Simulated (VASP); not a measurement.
A run of VASP 6.6.1:

File INCAR:

```
SYSTEM = SnO
  ALGO = Normal
  EDIFF = 1E-6
  ENCUT = 520
  GGA = PE
  ISIF = 2
  ISMEAR = 0
  IVDW = 12
  LASPH = .True.
  LCHARG = .True.
  LELF = .True.
  LREAL = .False.
  LVHAR = .True.
  LWAVE = .False.
  NBANDS = 28
  NELM = 80
  PREC = Accurate
  SIGMA = 0.05
```

File KPOINTS:

```
k-points
0
Gamma
  8 6 6
  0 0 0
```

The input POSCAR:

```
SnO
1.0
    3.4053300750      0.0000000000      0.0000000000
    0.0000000000      5.7592155600      0.0000000000
    0.0000000000      0.0000000000      4.2219700000
Sn O
2 2
Direct
    0.0000000000      0.2319090000      0.5131440000
    0.5000000000      0.7680910000      0.0131440000
    0.0000000000      0.8912500000      0.7368570000
    0.5000000000      0.1087500000      0.2368570000
```

Potentials or basis: VASP PAW PBE potentials, release 64 (Sn_d, O).

The run is started by

```bash
$ cat potpaw_PBE.64/Sn_d/POTCAR potpaw_PBE.64/O/POTCAR > POTCAR
$ mpirun -np 1 vasp_std > vasp.out
```

Hardware: 1 thread of Intel(R) Xeon(R) Platinum 8488C (Sapphire Rapids), on a shared host.

Q: How long does it take, and how much memory?

A: It took 97 s on 1 thread of Intel(R) Xeon(R) Platinum 8488C (Sapphire Rapids), with other jobs on the host, peak memory 0.3 GiB. Counts: scf iterations 14, k points 80.
